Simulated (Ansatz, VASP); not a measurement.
Two plane-wave programs on Zr3B

```
Zr B
1.0
     5.26894    0.00000    0.00000
     0.00000    5.26894    0.00000
     0.00000    0.00000    5.26894
Zr B
6 2
Direct
  0.25000 0.00000 0.50000
  0.50000 0.75000 0.00000
  0.75000 0.00000 0.50000
  0.50000 0.25000 0.00000
  0.00000 0.50000 0.75000
  0.00000 0.50000 0.25000
  0.00000 0.00000 0.00000
  0.50000 0.50000 0.50000
```

Change from the starting cell: species swapped into the Mo3Os type (Pm-3n, No. 223).

Alike in both runs: task relaxation of cell and atoms; functional PBE; k mesh 8 × 8 × 8; occupations gaussian, width 0.1 eV; no spin polarisation.

```csv
,VASP,Ansatz
version,VASP 6.6.1,Ansatz 0.2.0
potentials or method,"VASP PAW PBE potentials, release 64 (Zr_sv, B), cutoff 600 eV","scalar-relativistic, plane waves, PAW"
valence electrons in the cell,78,78
```

|  | VASP | Ansatz | Ansatz less VASP |
| --- | --- | --- | --- |
| gap on the k mesh at the Fermi level, each at its own relaxed structure (eV) | none | none | - |
| relaxed volume (Å³/atom) | 18.32 | 18.31 | -0.018 |
| relaxed length of the cell vector where the two differ most in proportion (Å) | 5.273 | 5.271 | -0.0017 |

A gap of «none» marks a metal or a gap that the smearing closes.
